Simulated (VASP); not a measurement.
# LiSiRu (P4/nmm) in VASP: single point with r2SCAN

Aim: the single point of LiSiRu with r2SCAN.

Program: VASP 6.6.1. These are calculated values, not measurements. Logs are shortened: lines on timing, memory, paths and dates and some standing lists are left out, and cuts for length are marked.

### 1 The cell of the first run

Symmetry: P4/nmm, No. 129, tetragonal system. Conventional cell: a = 3.733 Å, b = 3.733 Å, c = 5.891 Å, α = 90.00°, β = 90.00°, γ = 90.00°. Within 2.8 Å of Ru (site symmetry -4m2) lie 4 Si at 2.13 Å and 4 Ru at 2.64 Å and 4 Li at 2.66 Å. Si (site symmetry 4mm) has 4 Ru at 2.13 Å and 4 Li at 2.78 Å within 2.8 Å. Within 3.5 Å of Li (site symmetry 4mm) lie 4 Ru at 2.66 Å and 6 Si at 2.78 to 2.97 Å and 4 Li at 3.38 Å.

### 2 Single point, r2SCAN

POSCAR

```
LiSiRu
1.0
    3.7328100000      0.0000000000      0.0000000000
    0.0000000000      3.7328100000      0.0000000000
    0.0000000000      0.0000000000      5.8912750000
Ru Si Li
2 2 2
Direct
    0.7500000000      0.2500000000      0.0000000000
    0.2500000000      0.7500000000      0.0000000000
    0.2500000000      0.2500000000      0.1750000000
    0.7500000000      0.7500000000      0.8250000000
    0.2500000000      0.2500000000      0.6790000000
    0.7500000000      0.7500000000      0.3210000000
```

INCAR.step1

```
SYSTEM = LiSiRu
PREC = Accurate
ENCUT = 520
ISMEAR = 0
SIGMA = 0.1984
LREAL = .False.
LASPH = .True.
NELM = 60
NBANDS = 30
GGA = PE
ALGO = Normal
EDIFF = 1E-4
LWAVE = .True.
LCHARG = .False.
```

INCAR.step2

```
SYSTEM = LiSiRu
PREC = Accurate
ENCUT = 520
EDIFF = 1E-7
ISMEAR = 0
SIGMA = 0.1984
LREAL = .False.
LASPH = .True.
NELM = 60
ALGO = Normal
ISIF = 2
LWAVE = .False.
LCHARG = .True.
METAGGA = R2SCAN
LMIXTAU = .True.
LELF = .True.
LVHAR = .True.
NBANDS = 30
ISTART = 1
```

KPOINTS

```
regular mesh
0
Gamma
  9 9 6
  0 0 0
```

Potentials or basis: VASP PAW PBE potentials, release 64 (Ru_pv, Si, Li_sv).

Started as:

```sh
> cat potpaw_PBE.64/Ru_pv/POTCAR potpaw_PBE.64/Si/POTCAR potpaw_PBE.64/Li_sv/POTCAR > POTCAR
> cp INCAR.step1 INCAR
> mpirun -np 1 vasp_std > vasp.out
> cp INCAR.step2 INCAR
> mpirun -np 1 vasp_std > vasp.out
```

OUTCAR:

```text
SYSTEM = LiSiRu
   PREC = Accurate
   ENCUT = 520
   EDIFF = 1E-7
   ISMEAR = 0
   LREAL = .False.
   LASPH = .True.
   NELM = 60
   ISIF = 2
   METAGGA = R2SCAN
   ISTART = 1

 ion  position               nearest neighbor table
   1  0.750  0.250  0.000-   3 2.13   4 2.13   4 2.13   3 2.13   2 2.64   2 2.64   2 2.64   2 2.64
                             5 2.66   6 2.66   5 2.66   6 2.66
   2  0.250  0.750  0.000-   3 2.13   4 2.13   3 2.13   4 2.13   1 2.64   1 2.64   1 2.64   1 2.64
                             5 2.66   6 2.66   6 2.66   5 2.66
   3  0.250  0.250  0.175-   1 2.13   2 2.13   2 2.13   1 2.13   6 2.78   6 2.78   6 2.78   6 2.78

   4  0.750  0.750  0.825-   1 2.13   2 2.13   1 2.13   2 2.13   5 2.78   5 2.78   5 2.78   5 2.78

   5  0.250  0.250  0.679-   1 2.66   2 2.66   2 2.66   1 2.66   4 2.78   4 2.78   4 2.78   4 2.78

   6  0.750  0.750  0.321-   1 2.66   2 2.66   1 2.66   2 2.66   3 2.78   3 2.78   3 2.78   3 2.78

  LATTYP: Found a simple tetragonal cell.
 ALAT       =     3.7328100000
 C/A-ratio  =     1.5782413249

  Lattice vectors:

 A1 = (   3.7328100000,   0.0000000000,   0.0000000000)
 A2 = (   0.0000000000,   3.7328100000,   0.0000000000)
 A3 = (   0.0000000000,   0.0000000000,   5.8912750000)

Analysis of symmetry for initial positions (statically):
=====================================================================
 Subroutine PRICEL returns:
 Original cell was already a primitive cell.

 Routine SETGRP: Setting up the symmetry group for a
 simple tetragonal supercell.

 Subroutine GETGRP returns: Found 16 space group operations
 (whereof  4 operations were pure point group operations)
 out of a pool of 16 trial point group operations.

The static configuration has the point symmetry C_2h.
 The point group associated with its full space group is D_4h.

Analysis of symmetry for dynamics (positions and initial velocities):
=====================================================================
 Subroutine PRICEL returns:
 Original cell was already a primitive cell.

 Routine SETGRP: Setting up the symmetry group for a
 simple tetragonal supercell.

 Subroutine GETGRP returns: Found 16 space group operations
 (whereof  4 operations were pure point group operations)
 out of a pool of 16 trial point group operations.

The dynamic configuration has the point symmetry C_2h.
 The point group associated with its full space group is D_4h.

 Subroutine INISYM returns: Found 16 space group operations
 (whereof  4 operations are pure point group operations),
 and found     1 'primitive' translations
[... 107 lines left out ...]
   IBRION =     -1    ionic relax: 0-MD 1-quasi-New 2-CG
   NFREE  =      0    steps in history (QN), initial steepest desc. (CG)
   ISIF   =      2    stress and relaxation
   ISYM   =      2    0-nonsym 1-usesym 2-fastsym
   POTIM  = 0.5000    time-step for ionic-motion
   TEBEG  =    0.0;   TEEND  =   0.0 temperature during run
   PSTRESS=    0.0 pullay stress
   NELECT =      42.0000    total number of electrons
   NUPDOWN=      -1.0000    fix difference up-down
   EMIN   =  10.00;   EMAX   =-10.00  energy-range for DOS
   EFERMI =   0.00;   METHOD = LEGACY
   ISMEAR =     0;   SIGMA  =   0.20  broadening in eV -4-tet -1-fermi 0-gaus
   EFERMI_NEDOS =   21; number of points for ismear=-14 and -15
   IALGO  =     38    algorithm
   IMIX   =      4    mixing-type and parameters
     AMIX     =   0.40;   BMIX     =  1.00
     AMIX_MAG =   1.60;   BMIX_MAG =  1.00
  volume/ion in A,a.u.               =      13.68        92.33
  Fermi-wavevector in a.u.,A,eV,Ry     =   1.309376  2.474361 23.326705  1.714464
  Thomas-Fermi vector in A             =   2.439979
   LORBIT       =      0    0 simple, 1 ext, 2 COOP (PROOUT), +10 PAW based schemes
   METAGGA = R2SCAN    functional components
   LHFCALC =     F    Hartree Fock is set to
   AEXX    =    0.0000 exact exchange contribution
   IVDW    =     0    specifies the selected vdW correction
   LEPSILON=     F    determine dielectric tensor
   LRPA    =     F    only Hartree local field effects (RPA)
 non-spin polarized calculation
 Gauss-broadening in eV      SIGMA  =   0.20
  energy-cutoff  :      520.00
  volume of cell :       82.09
 maximum number of plane-waves:      2234
 NGX is ok and might be reduce to    28
   NGX = 13   NGY = 13   NGZ = 21

 number of electron      41.9999985 magnetization

 Free energy of the ion-electron system (eV)
  ---------------------------------------------------
  ext. energy  EPLUGINS =         0.00000000
  ---------------------------------------------------
  free energy    TOTEN  =       -72.05070180 eV

  energy without entropy =      -71.99464186  energy(sigma->0) =      -72.02267183

 E-fermi :   7.8249     XC(G=0): -11.4589

 val. band max:        7.8229228006   @ k =   0.4444   0.3333   0.0000
 cond. band min:       7.8285820402   @ k =   0.4444   0.2222   0.1667
 fundamental gap:      0.0056592396
 Fermi energy:         7.8249012959

 k-point     1 :       0.0000    0.0000    0.0000
  band No.  band energies     occupation
      1     -39.7574      2.00000
      2     -39.7557      2.00000
      3     -36.1713      2.00000
      4     -36.1713      2.00000
      5     -35.7056      2.00000
      6     -35.5114      2.00000
[... 781 lines left out ...]
     29      16.7481      0.00000
     30      17.0037      0.00000

 [... further k-points ...]

------------------------ aborting loop because EDIFF is reached ----------------------------------------

  FORCE on cell =-STRESS in cart. coord.  units (eV):
  Direction    XX          YY          ZZ          XY          YZ          ZX
  --------------------------------------------------------------------------------------
  -------------------------------------------------------------------------------------
  Total       34.4950772     34.4950772     13.3370957      0.0000000      0.0000000      0.0000000
  in kB      673.2659299    673.2659299    260.3099601      0.0000000      0.0000000      0.0000000
  external PRESSURE =     535.6139400 kB  Pullay stress =       0.0000000 kB

 VOLUME and BASIS-vectors are now :
 -----------------------------------------------------------------------------
  energy-cutoff  :      520.00
  volume of cell :       82.09
      direct lattice vectors                 reciprocal lattice vectors
     3.732810000  0.000000000  0.000000000     0.267894696  0.000000000  0.000000000
     0.000000000  3.732810000  0.000000000     0.000000000  0.267894696  0.000000000
     0.000000000  0.000000000  5.891275000     0.000000000  0.000000000  0.169742543

 POSITION                                       TOTAL-FORCE (eV/Angst)
 -----------------------------------------------------------------------------------
      2.79961      0.93320      0.00000         0.000000      0.000000     -0.000000
      0.93320      2.79961      0.00000         0.000000     -0.000000     -0.000000
      0.93320      0.93320      1.03097        -0.000000      0.000000      5.537741
      2.79961      2.79961      4.86030        -0.000000     -0.000000     -5.537741
      0.93320      0.93320      4.00018        -0.000000      0.000000     -0.568976
      2.79961      2.79961      1.89110        -0.000000     -0.000000      0.568976
 -----------------------------------------------------------------------------------
    total drift:                                0.000000      0.000000     -0.000000

  FREE ENERGIE OF THE ION-ELECTRON SYSTEM (eV)
  ---------------------------------------------------
  free  energy   TOTEN  =       -72.0507018046 eV

  energy  without entropy=      -71.9946418645  energy(sigma->0) =      -72.02267183
```

Wall time 8.2 min (1 thread of AMD EPYC 7R13 (Zen 3), shared host); peak memory 0.25 GiB.

Results:

```
Free energy            : -72.0507 eV
Largest force          : 5.538 eV/Å
Band gap on the k mesh : zero (bands 21 and 22 overlap by 2.06 eV)
```

Forces on the atoms (eV/Å):
```
Ru   0.000  0.000  0.000
Ru   0.000  0.000  0.000
Si   0.000  0.000  5.538
Si   0.000  0.000 -5.538
Li   0.000  0.000 -0.569
Li   0.000  0.000  0.569
```

Levels at points of the mesh, in eV from the Fermi level:
```csv
k point,band 19,band 20,band 21,band 22,band 23,band 24
"(0.00, 0.00, 0.00)",-0.13,0.31,1.04,1.04,3.06,5.14
"(0.00, 0.00, 0.50)",0.31,1.32,1.37,1.37,2.62,3.06
```

Caveat: the cutoff is under 1.25 times the usual one of these potentials, so pressure, stress and relaxed cells hold a basis-set (Pulay) error; the PAW data sets were made with another functional, which shifts forces and pressure a little.
